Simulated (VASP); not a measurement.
# B26P27Au (a cell with a defect) in VASP: electric field gradients with PBE

Aim: the electric field gradients of B26P27Au (a cell with a defect) with PBE.

Program: VASP 6.6.1. These are calculated values, not measurements. Logs are shortened: lines on timing, memory, paths and dates and some standing lists are left out, and cuts for length are marked.

## Step 1: The cell of the first run

The cell holds a defect, 54 atoms: a = 9.627 Å, b = 9.627 Å, c = 9.627 Å, α = 60.00°, β = 60.00°, γ = 60.00°.

## Step 2: Electric field gradients, PBE

The input, INCAR:

```
PREC = Accurate ; ENCUT = 520
EDIFF = 1E-8 ; ISMEAR = -1
SIGMA = 0.01 ; LREAL = Auto
LASPH = T ; NELM = 60
ALGO = Normal ; ISIF = 2
LWAVE = F ; LCHARG = F
GGA = PE ; LEFG = T
NBANDS = 145 ; LUSENCCL = F
```

The input, KPOINTS:

```
regular mesh
0
Gamma
  3 3 3
```

The input, POSCAR:

```
B26P27Au
1.0
    0.0000000000      6.8070000000      6.8070000000
    6.8070000000      0.0000000000      6.8070000000
    6.8070000000      6.8070000000      0.0000000000
Au B P
1 26 27
Direct
    0.0000000000      0.0000000000      0.0000000000
    0.0000000000      0.0000000000      0.3333333333
    0.0000000000      0.0000000000      0.6666666667
    0.0000000000      0.3333333333      0.0000000000
    0.0000000000      0.3333333333      0.3333333333
    0.0000000000      0.3333333333      0.6666666667
    0.0000000000      0.6666666667      0.0000000000
    0.0000000000      0.6666666667      0.3333333333
    0.0000000000      0.6666666667      0.6666666667
    0.3333333333      0.0000000000      0.0000000000
    0.3333333333      0.0000000000      0.3333333333
    0.3333333333      0.0000000000      0.6666666667
    0.3333333333      0.3333333333      0.0000000000
    0.3333333333      0.3333333333      0.3333333333
    0.3333333333      0.3333333333      0.6666666667
    0.3333333333      0.6666666667      0.0000000000
    0.3333333333      0.6666666667      0.3333333333
    0.3333333333      0.6666666667      0.6666666667
    0.6666666667      0.0000000000      0.0000000000
    0.6666666667      0.0000000000      0.3333333333
    0.6666666667      0.0000000000      0.6666666667
    0.6666666667      0.3333333333      0.0000000000
    0.6666666667      0.3333333333      0.3333333333
    0.6666666667      0.3333333333      0.6666666667
    0.6666666667      0.6666666667      0.0000000000
    0.6666666667      0.6666666667      0.3333333333
    0.6666666667      0.6666666667      0.6666666667
    0.0833333333      0.0833333333      0.0833333333
    0.0833333333      0.0833333333      0.4166666667
    0.0833333333      0.0833333333      0.7500000000
    0.0833333333      0.4166666667      0.0833333333
    0.0833333333      0.4166666667      0.4166666667
    0.0833333333      0.4166666667      0.7500000000
    0.0833333333      0.7500000000      0.0833333333
    0.0833333333      0.7500000000      0.4166666667
    0.0833333333      0.7500000000      0.7500000000
    0.4166666667      0.0833333333      0.0833333333
    0.4166666667      0.0833333333      0.4166666667
    0.4166666667      0.0833333333      0.7500000000
    0.4166666667      0.4166666667      0.0833333333
    0.4166666667      0.4166666667      0.4166666667
    0.4166666667      0.4166666667      0.7500000000
    0.4166666667      0.7500000000      0.0833333333
    0.4166666667      0.7500000000      0.4166666667
    0.4166666667      0.7500000000      0.7500000000
    0.7500000000      0.0833333333      0.0833333333
    0.7500000000      0.0833333333      0.4166666667
    0.7500000000      0.0833333333      0.7500000000
    0.7500000000      0.4166666667      0.0833333333
    0.7500000000      0.4166666667      0.4166666667
    0.7500000000      0.4166666667      0.7500000000
    0.7500000000      0.7500000000      0.0833333333
    0.7500000000      0.7500000000      0.4166666667
    0.7500000000      0.7500000000      0.7500000000
```

Potentials or basis: VASP PAW PBE potentials, release 64 (Au, B, P).

Launch:

```
$ cat potpaw_PBE.64/Au/POTCAR potpaw_PBE.64/B/POTCAR potpaw_PBE.64/P/POTCAR > POTCAR
$ mpirun -np 1 vasp_std > vasp.out
```

OUTCAR:

```text
PREC = Accurate
   ENCUT = 520
   EDIFF = 1E-8
   ISMEAR = -1
   LREAL = Auto
   LASPH = T
   NELM = 60
   ISIF = 2
   GGA = PE

 ion  position               nearest neighbor table
   1  0.000  0.000  0.000-  28 1.97  30 1.97  34 1.97  46 1.97
   2  0.000  0.000  0.333-  28 1.97  29 1.97  35 1.97  47 1.97
   3  0.000  0.000  0.667-  30 1.97  29 1.97  36 1.97  48 1.97
   4  0.000  0.333  0.000-  28 1.97  31 1.97  33 1.97  49 1.97
   5  0.000  0.333  0.333-  50 1.97  31 1.97  29 1.97  32 1.97
   6  0.000  0.333  0.667-  30 1.97  32 1.97  33 1.97  51 1.97
[... 46 lines left out ...]
  53  0.750  0.750  0.417-   8 1.97  20 1.97  26 1.97  27 1.97
  54  0.750  0.750  0.750-  27 1.97  21 1.97  25 1.97   9 1.97

  LATTYP: Found a face centered cubic cell.
 ALAT       =    13.6140000000

  Lattice vectors:

 A1 = (   0.0000000000,   6.8070000000,   6.8070000000)
 A2 = (   6.8070000000,   0.0000000000,   6.8070000000)
 A3 = (   6.8070000000,   6.8070000000,   0.0000000000)

Analysis of symmetry for initial positions (statically):
=====================================================================
 Subroutine PRICEL returns:
 Original cell was already a primitive cell.

 Routine SETGRP: Setting up the symmetry group for a
 face centered cubic supercell.

 Subroutine GETGRP returns: Found 24 space group operations
 (whereof 24 operations were pure point group operations)
 out of a pool of 48 trial point group operations.

The static configuration has the point symmetry T_d .

Analysis of symmetry for dynamics (positions and initial velocities):
=====================================================================
 Subroutine PRICEL returns:
 Original cell was already a primitive cell.

 Routine SETGRP: Setting up the symmetry group for a
 face centered cubic supercell.

 Subroutine GETGRP returns: Found 24 space group operations
 (whereof 24 operations were pure point group operations)
 out of a pool of 48 trial point group operations.

The dynamic configuration has the point symmetry T_d .

 Subroutine INISYM returns: Found 24 space group operations
 (whereof 24 operations are pure point group operations),
 and found     1 'primitive' translations

----------------------------------------------------------------------------------------

                                     Primitive cell

  volume of cell :     630.8081

  direct lattice vectors                    reciprocal lattice vectors
     0.000000000  6.807000000  6.807000000    -0.073453798  0.073453798  0.073453798
     6.807000000  0.000000000  6.807000000     0.073453798 -0.073453798  0.073453798
     6.807000000  6.807000000  0.000000000     0.073453798  0.073453798 -0.073453798

  length of vectors
     9.626551719  9.626551719  9.626551719     0.127225709  0.127225709  0.127225709

  position of ions in fractional coordinates (direct lattice)
     0.000000000  0.000000000  0.000000000
     0.000000000  0.000000000  0.333333333
     0.000000000  0.000000000  0.666666667
     0.000000000  0.333333333  0.000000000
     0.000000000  0.333333333  0.333333333
     0.000000000  0.333333333  0.666666667
[... 46 lines left out ...]
     0.750000000  0.750000000  0.416666667
     0.750000000  0.750000000  0.750000000

  ion indices of the primitive-cell ions
   primitive index   ion index
                 1           1
                 2           2
                 3           3
                 4           4
                 5           5
                 6           6
[... 46 lines left out ...]
                53          53
                54          54

----------------------------------------------------------------------------------------

 KPOINTS: regular mesh

Automatic generation of k-mesh.
[... 50 lines left out ...]
   NFREE  =      0    steps in history (QN), initial steepest desc. (CG)
   ISIF   =      2    stress and relaxation
   ISYM   =      2    0-nonsym 1-usesym 2-fastsym
   POTIM  = 0.5000    time-step for ionic-motion
   TEBEG  =    0.0;   TEEND  =   0.0 temperature during run
   PSTRESS=    0.0 pullay stress
   NELECT =     224.0000    total number of electrons
   NUPDOWN=      -1.0000    fix difference up-down
   EMIN   =  10.00;   EMAX   =-10.00  energy-range for DOS
   EFERMI =   0.00;   METHOD = LEGACY
   ISMEAR =    -1;   SIGMA  =   0.01  broadening in eV -4-tet -1-fermi 0-gaus
   EFERMI_NEDOS =   21; number of points for ismear=-14 and -15
   IALGO  =     38    algorithm
   IMIX   =      4    mixing-type and parameters
     AMIX     =   0.40;   BMIX     =  1.00
     AMIX_MAG =   1.60;   BMIX_MAG =  1.00
  volume/ion in A,a.u.               =      11.68        78.83
  Fermi-wavevector in a.u.,A,eV,Ry     =   1.159289  2.190739 18.285567  1.343951
  Thomas-Fermi vector in A             =   2.295883
   LORBIT       =      0    0 simple, 1 ext, 2 COOP (PROOUT), +10 PAW based schemes
   GGA     = PE    functional components
   LHFCALC =     F    Hartree Fock is set to
   AEXX    =    0.0000 exact exchange contribution
   IVDW    =     0    specifies the selected vdW correction
   LEPSILON=     F    determine dielectric tensor
   LRPA    =     F    only Hartree local field effects (RPA)
 non-spin polarized calculation
  energy-cutoff  :      520.00
  volume of cell :      630.81
 maximum number of plane-waves:     17033
   NGX = 35   NGY = 35   NGZ = 35

 number of electron     224.0000005 magnetization

 Free energy of the ion-electron system (eV)
  ---------------------------------------------------
  ext. energy  EPLUGINS =         0.00000000
  ---------------------------------------------------
  free energy    TOTEN  =      -335.21886832 eV

  energy without entropy =     -335.21321021  energy(sigma->0) =     -335.21603927

 E-fermi :   8.1680     XC(G=0): -11.0086

 val. band max:        8.0235819304   @ k =   0.3333   0.3333   0.0000
 cond. band min:       8.1749480842   @ k =  -0.3333   0.3333   0.0000
 fundamental gap:      0.1513661538
 Fermi energy:         8.1680165890

 k-point     1 :       0.0000    0.0000    0.0000
  band No.  band energies     occupation
      1      -7.8455      2.00000
      2      -6.1359      2.00000
      3      -5.9865      2.00000
      4      -5.9865      2.00000
      5      -5.9865      2.00000
      6      -5.8665      2.00000
[... 497 lines left out ...]
    123      10.9842      0.00000
    124      11.0388      0.00000
 [bands above 124 left out]

------------------------ aborting loop because EDIFF is reached ----------------------------------------

  FORCE on cell =-STRESS in cart. coord.  units (eV):
  Direction    XX          YY          ZZ          XY          YZ          ZX
  --------------------------------------------------------------------------------------
  -------------------------------------------------------------------------------------
  Total       37.8301590     37.8301590     37.8301590     -0.0000000      0.0000000     -0.0000000
  in kB       96.0840945     96.0840945     96.0840945     -0.0000000      0.0000000     -0.0000000
  external PRESSURE =      96.0840945 kB  Pullay stress =       0.0000000 kB

 VOLUME and BASIS-vectors are now :
 -----------------------------------------------------------------------------
  energy-cutoff  :      520.00
  volume of cell :      630.81
      direct lattice vectors                 reciprocal lattice vectors
     0.000000000  6.807000000  6.807000000    -0.073453798  0.073453798  0.073453798
     6.807000000  0.000000000  6.807000000     0.073453798 -0.073453798  0.073453798
     6.807000000  6.807000000  0.000000000     0.073453798  0.073453798 -0.073453798

 POSITION                                       TOTAL-FORCE (eV/Angst)
 -----------------------------------------------------------------------------------
      0.00000      0.00000      0.00000        -0.000000      0.000000      0.000000
      2.26900      2.26900      0.00000         0.134105      0.134105      0.162068
      4.53800      4.53800      0.00000        -0.134105     -0.134105      0.162068
      2.26900      0.00000      2.26900         0.134105      0.162068      0.134105
      4.53800      2.26900      2.26900         0.002496     -0.002496     -0.002496
      6.80700      4.53800      2.26900        -0.162068     -0.134105      0.134105
[... 46 lines left out ...]
      7.94150      7.94150     10.21050        -0.058210     -0.058210      0.041785
     10.21050     10.21050     10.21050        -0.000000      0.000000      0.000000
 -----------------------------------------------------------------------------------
    total drift:                                0.000002      0.000002      0.000003

  FREE ENERGIE OF THE ION-ELECTRON SYSTEM (eV)
  ---------------------------------------------------
  free  energy   TOTEN  =      -335.2188683243 eV

  energy  without entropy=     -335.2132102096  energy(sigma->0) =     -335.21603927

 Electric field gradients (V/A^2)
---------------------------------------------------------------------
 ion       V_xx      V_yy      V_zz      V_xy      V_xz      V_yz
---------------------------------------------------------------------
   1      -0.000     0.000     0.000     0.000     0.000     0.000
   2       0.407     0.407    -0.813     0.307     0.451     0.451
   3       0.407     0.407    -0.813     0.307    -0.451    -0.451
   4       0.407    -0.813     0.407     0.451     0.307     0.451
   5      -0.000     0.000     0.000    -0.009    -0.009     0.009
   6      -0.813     0.407     0.407     0.451    -0.451    -0.307
[... 46 lines left out ...]
  53       0.776     0.776    -1.551     0.419    -0.589    -0.589
  54      -0.000     0.000     0.000    -0.000    -0.000    -0.000
---------------------------------------------------------------------

 Electric field gradients after diagonalization (V/A^2)
 (convention: |V_zz| > |V_xx| > |V_yy|)
----------------------------------------------------------------------
 ion       V_xx      V_yy      V_zz     asymmetry (V_yy - V_xx)/ V_zz
----------------------------------------------------------------------
   1      -0.000    -0.000     0.000       0.000
   2       0.945     0.100    -1.045       0.809
   3       0.945     0.100    -1.045       0.808
   4       0.945     0.100    -1.045       0.809
   5      -0.009    -0.009     0.018       0.006
   6       0.945     0.100    -1.045       0.809
[... 46 lines left out ...]
  53       1.427     0.357    -1.784       0.600
  54       0.000     0.000    -0.000       0.000
----------------------------------------------------------------------

           NMR quadrupolar parameters

 Cq : quadrupolar parameter    Cq=e*Q*V_zz/h
 eta: asymmetry parameters     (V_yy - V_xx)/ V_zz
 Q  : nuclear electric quadrupole moment in mb (millibarn)
----------------------------------------------------------------------
 ion       Cq(MHz)       eta       Q (mb)
----------------------------------------------------------------------
   1       0.000       0.000       1.000
   2      -0.003       0.809       1.000
   3      -0.003       0.808       1.000
   4      -0.003       0.809       1.000
   5       0.000       0.006       1.000
   6      -0.003       0.809       1.000
[... 46 lines left out ...]
  53      -0.004       0.600       1.000
  54      -0.000       0.000       1.000
----------------------------------------------------------------------
```

Run time: 3 min. Hardware: 1 × NVIDIA H100 80GB with 1 thread of AMD EPYC 7R13 (Zen 3), shared host; peak memory 1.7 GiB.

Results:

| Quantity | Value |
| --- | --- |
| Free energy | -335.2189 eV |
| Pressure | 9.6 GPa |
| Largest force | 11.591 eV/Å |
| Band gap on the k mesh | zero (bands 112 and 113 overlap by 0.57 eV) |
| Largest electric field gradient by atom | Au -0.0; B -1.0, +0.0, -0.1, +0.1 (each value once); P -39.3, +4.9, -1.8, -0.3, +0.0 (each value once) V/Å² |

Forces on the atoms (eV/Å):
```
Au   0.000  0.000  0.000
B    0.134  0.134  0.162
B   -0.134 -0.134  0.162
B    0.134  0.162  0.134
B    0.002 -0.002 -0.002
B   -0.162 -0.134  0.134
B   -0.134  0.162 -0.134
B   -0.162  0.134 -0.134
B    0.016 -0.016 -0.016
B    0.162  0.134  0.134
B   -0.002  0.002 -0.002
B   -0.134 -0.162  0.134
B   -0.002 -0.002  0.002
B    0.002  0.002  0.002
B    0.000  0.000  0.029
B   -0.134  0.134 -0.162
B    0.000  0.029  0.000
B   -0.029  0.000  0.000
B    0.162 -0.134 -0.134
B    0.134 -0.162 -0.134
B   -0.016  0.016 -0.016
B    0.134 -0.134 -0.162
B    0.029  0.000  0.000
B    0.000 -0.029  0.000
B   -0.016 -0.016  0.016
B    0.000  0.000 -0.029
B    0.016  0.016  0.016
P    6.692  6.692  6.692
P    0.000  0.000  0.002
P   -6.692 -6.692  6.692
P    0.000  0.002  0.000
P   -0.002  0.000  0.000
P   -0.058  0.058 -0.042
P   -6.692  6.692 -6.692
P   -0.058 -0.042  0.058
P    0.042  0.058  0.058
P    0.002  0.000  0.000
P    0.000 -0.002  0.000
P    0.058 -0.058 -0.042
P    0.000  0.000 -0.002
P   -0.006 -0.006 -0.006
P    0.006  0.006 -0.006
P    0.058 -0.042 -0.058
P    0.006 -0.006  0.006
P    0.042 -0.058 -0.058
P    6.692 -6.692 -6.692
P   -0.042 -0.058  0.058
P    0.058  0.042  0.058
P   -0.042  0.058 -0.058
P   -0.006  0.006  0.006
P   -0.058  0.042 -0.058
P    0.058  0.058  0.042
P   -0.058 -0.058  0.042
P    0.000  0.000  0.000
```

Electric field gradients, principal values (V/Å²):
```tsv
atom	least	middle	greatest (by size)
1 Au	0.000	0.000	0.000
2 B	0.100	0.945	-1.045
3 B	0.100	0.945	-1.045
4 B	0.100	0.945	-1.045
5 B	-0.009	-0.009	0.018
6 B	0.100	0.945	-1.045
7 B	0.100	0.945	-1.045
8 B	0.100	0.945	-1.045
9 B	0.056	0.056	-0.112
10 B	0.100	0.945	-1.045
11 B	-0.009	-0.009	0.018
12 B	0.100	0.945	-1.045
13 B	-0.009	-0.009	0.018
14 B	-0.009	-0.009	0.018
15 B	-0.033	-0.061	0.094
16 B	0.100	0.945	-1.045
17 B	-0.033	-0.061	0.094
18 B	-0.033	-0.061	0.094
19 B	0.100	0.945	-1.045
20 B	0.100	0.945	-1.045
21 B	0.056	0.056	-0.112
22 B	0.100	0.945	-1.045
23 B	-0.033	-0.061	0.094
24 B	-0.033	-0.061	0.094
25 B	0.056	0.056	-0.112
26 B	-0.033	-0.061	0.094
27 B	0.056	0.056	-0.112
28 P	19.664	19.664	-39.328
29 P	-0.668	-4.275	4.943
30 P	19.664	19.664	-39.328
31 P	-0.668	-4.275	4.943
32 P	-0.668	-4.275	4.943
33 P	0.357	1.428	-1.784
34 P	19.664	19.664	-39.328
35 P	0.357	1.428	-1.784
36 P	0.357	1.427	-1.784
37 P	-0.668	-4.275	4.943
38 P	-0.668	-4.275	4.943
39 P	0.357	1.428	-1.784
40 P	-0.668	-4.275	4.943
41 P	0.167	0.167	-0.333
42 P	0.166	0.167	-0.333
43 P	0.357	1.428	-1.784
44 P	0.166	0.167	-0.333
45 P	0.357	1.427	-1.784
46 P	19.664	19.664	-39.328
47 P	0.357	1.428	-1.784
48 P	0.357	1.427	-1.784
49 P	0.357	1.428	-1.784
50 P	0.166	0.167	-0.333
51 P	0.357	1.427	-1.784
52 P	0.357	1.427	-1.784
53 P	0.357	1.427	-1.784
54 P	0.000	0.000	0.000
```

Caveat: without QUAD_EFG the Cq values of the log hold for a quadrupole moment of 1 mb, not for the nuclei; spin-orbit coupling is left out, which moves the levels of the heavy elements.

The gap in the log of VASP goes by the Fermi energy; the results here count the filled bands.